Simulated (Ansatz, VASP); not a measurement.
# Two plane-wave programs on Ge

```
Ge
1.0
     0.00000    2.12674    2.12674
     2.12674    0.00000    2.12674
     2.12674    2.12674    0.00000
Ge
1
Cartesian
  0.0000 0.0000 0.0000
```

Alike in both runs: task relaxation of cell and atoms; functional r2SCAN; k mesh 13 × 13 × 13; occupations fermi-dirac, width 0.1 eV; no spin polarisation.

|  | VASP | Ansatz |
| --- | --- | --- |
| version | VASP 6.6.1 | Ansatz 0.2.0 |
| potentials or method | VASP PAW PBE potentials, release 64 (Ge_d), cutoff 600 eV | plane waves (500 eV) with PAW, scalar-relativistic |
| valence electrons in the cell | 14 | 14 |

|  | VASP | Ansatz | Ansatz less VASP |
| --- | --- | --- | --- |
| relaxed volume (Å³/atom) | 18.90 | 18.95 | +0.055 |
| relaxed cell length with the largest relative difference (Å) | 2.990 | 2.993 | +0.0029 |

VASP's potentials were made for PBE, not for r2SCAN.
